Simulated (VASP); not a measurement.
Runs of VASP 6.6.1 on Ta2H. The structure is that of space group Pmm2 (No. 25), or close to it. The cells are those of the table. 

```tsv
cell	gap on the mesh (eV)	pressure (GPa)	largest force (eV/Å)
a = 3.548, b = 3.297, c = 3.342 Å, 3 atoms	none	-5.9	0.12
a = 3.146, b = 3.452, c = 3.449 Å, 3 atoms	none	(a)	0.01
a = 3.548, b = 3.267, c = 3.324 Å, 3 atoms	none	-3.0	0.02
a = 3.146, b = 3.397, c = 3.444 Å, 3 atoms	none	(b)	0.15
```

Alike in all rows: task single point; level PBEsol; potentials or basis VASP PAW PBE potentials, release 64 (Ta_pv, H); no spin polarisation; k mesh 12 × 12 × 12; cutoff (eV) 520; smearing gaussian 0.1 eV.

Question: Estimate the missing entries.

Answer: (a) 4.2; (b) 8.6.

Caveats: the PAW data sets were made with another functional, which shifts forces and pressure a little; spin-orbit coupling is left out, which moves the levels of the heavy elements.

A k mesh can miss the band edges, and the runs leave out spin-orbit coupling on Ta.

A gap of «none» marks levels without a gap at the run's occupations.
